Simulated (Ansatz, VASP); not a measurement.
## NiSb: VASP beside Ansatz

The input INCAR:

```
SYSTEM = NiSb
PREC = Accurate ; ENCUT = 520
EDIFF = 1E-7 ; ISMEAR = 0
SIGMA = 0.05 ; LREAL = .False.
LASPH = .True. ; NELM = 150
ALGO = Normal ; ISIF = 2
LWAVE = .False. ; LCHARG = .False.
ISPIN = 2 ; MAGMOM = 0.8 0.8 0 0
LORBIT = 11 ; LMAXMIX = 4
GGA = PE ; NBANDS = 27
```

KPOINTS

```
regular mesh
0
Gamma
  8 8 6
  0 0 0
```

Contents of POSCAR:

```
NiSb
1.0
    3.9400000578      0.0000000000      0.0000000000
   -1.9700000289      3.4121401411      0.0000000000
    0.0000000000      0.0000000000      5.1400001268
Ni Sb
2 2
Direct
    0.0000000000      0.0000000000      0.0000000000
    0.0000000000      0.0000000000      0.5000000000
    0.3333333333      0.6666666667      0.2500000000
    0.6666666667      0.3333333333      0.7500000000
```

Input for Ansatz:

```yaml
crystal:
  lattice:
    - [3.9400000578, 0.0, 0.0]
    - [-1.9700000289, 3.4121401411, 0.0]
    - [0.0, 0.0, 5.1400001268]
  atoms:
    - { symbol: Ni, position: [0.0, 0.0, 0.0], spin: 0.8 }
    - { symbol: Ni, position: [0.0, 0.0, 0.5], spin: 0.8 }
    - { symbol: Sb, position: [0.3333333333, 0.6666666667, 0.25] }
    - { symbol: Sb, position: [0.6666666667, 0.3333333333, 0.75] }
basis:
  ecutwfc: 420
  ecutrho_ratio: 4
kpoints:
  mp_grid: { grid: [8, 8, 6] }
hamiltonian:
  xc: pbe
scf:
  occupations: { method: gaussian, width: 0.05 }
output:
  forces: true
  stress: true
  eigenvalues: true
  populations: true
magnetization:
  spin_polarized: true
```

Alike in both runs: task single point; functional PBE; k mesh 8 × 8 × 6; occupations gaussian, width 0.05 eV; collinear spin.

```csv
,VASP,Ansatz
version,VASP 6.6.1,Ansatz 0.2.0
potentials or method,"VASP PAW PBE potentials, release 64 (Ni, Sb), cutoff 520 eV","scalar-relativistic, plane waves, PAW"
valence electrons in the cell,30,66
```

Ansatz gave:

```
gap on the k mesh at the Fermi level (eV)                     : none
pressure (GPa)                                                : 2.7
traceless stress, the component that is largest in VASP (GPa) : -0.39
net moment per atom (μB)                                      : 0.00
```

Problem. Estimate VASP's values.

Solution. gap on the k mesh at the Fermi level (eV): none; pressure (GPa): 2.5; traceless stress, the component that is largest in VASP (GPa): -0.32; net moment per atom (μB): 0.00.

A gap of «none» marks a metal or a gap that the smearing closes. VASP's potentials hold 30 valence electrons a cell and Ansatz's 66, so a difference there can come from the potentials and not from the codes. Ansatz's warnings: seeded moment not kept.

Neither program's run includes spin-orbit coupling.
